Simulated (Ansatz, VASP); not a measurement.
# Two plane-wave programs on Co

File INCAR:

```
SYSTEM = Co
PREC = Accurate ; ENCUT = 600
EDIFF = 1E-6 ; ISMEAR = -1
SIGMA = 0.1 ; LREAL = .FALSE.
LASPH = .TRUE. ; NELM = 120
ALGO = Normal ; ISIF = 2
LWAVE = .FALSE. ; LCHARG = .FALSE.
GGA = PS ; NBANDS = 16
GGA_COMPAT = .FALSE.
```

The input KPOINTS:

```
Automatic mesh
0
G
  13 13 13
  0 0 0
```

POSCAR

```
Co
1.0
    0.0000000000      2.3579642276      2.3579642276
    2.3579642276      0.0000000000      2.3579642276
    2.3579642276      2.3579642276      0.0000000000
Co
2
Direct
    0.1250000000      0.1250000000      0.1250000000
    0.8750000000      0.8750000000      0.8750000000
```

Input for Ansatz:

```yaml
crystal:
  lattice:
    - [0.0, 2.3579642276, 2.3579642276]
    - [2.3579642276, 0.0, 2.3579642276]
    - [2.3579642276, 2.3579642276, 0.0]
  atoms:
    - { symbol: Co, position: [0.125, 0.125, 0.125] }
    - { symbol: Co, position: [0.875, 0.875, 0.875] }
hamiltonian:
  xc: pbesol
  pseudopotentials:
    kind: paw
    azcp:
      Co: "pseudopotentials/Co.paw.azcp"
basis:
  ecutwfc: 420
  fft_grid_basis: typed
kpoints:
  mp_grid: { grid: [13, 13, 13], shift: [0, 0, 0] }
magnetization:
  spin_polarized: false
scf:
  occupations: { method: fermi_dirac, width: 0.1 }
  lower_state_search: "off"
output:
  stress: true
  write_density: true
  write_potential: true
  elf: true
  volumetric_format: npy
```

Alike in both runs: task single point; functional PBEsol; k mesh 13 × 13 × 13; occupations fermi-dirac, width 0.1 eV; no spin polarisation.

|  | VASP | Ansatz |
| --- | --- | --- |
| version | VASP 6.6.1 | Ansatz 0.2.0 |
| potentials or method | VASP PAW PBE potentials, release 64 (Co), cutoff 600 eV | plane waves (420 eV) with PAW, scalar-relativistic |
| valence electrons in the cell | 18 | 34 |

```tsv
	VASP	Ansatz	Ansatz less VASP
pressure (GPa)	12.5	15.1	+2.57
```

VASP's potentials were made for PBE, not for PBEsol, and Ansatz warns of the same on its side. VASP's potentials hold 18 valence electrons a cell and Ansatz's 34, so a difference there can come from the potentials and not from the codes.
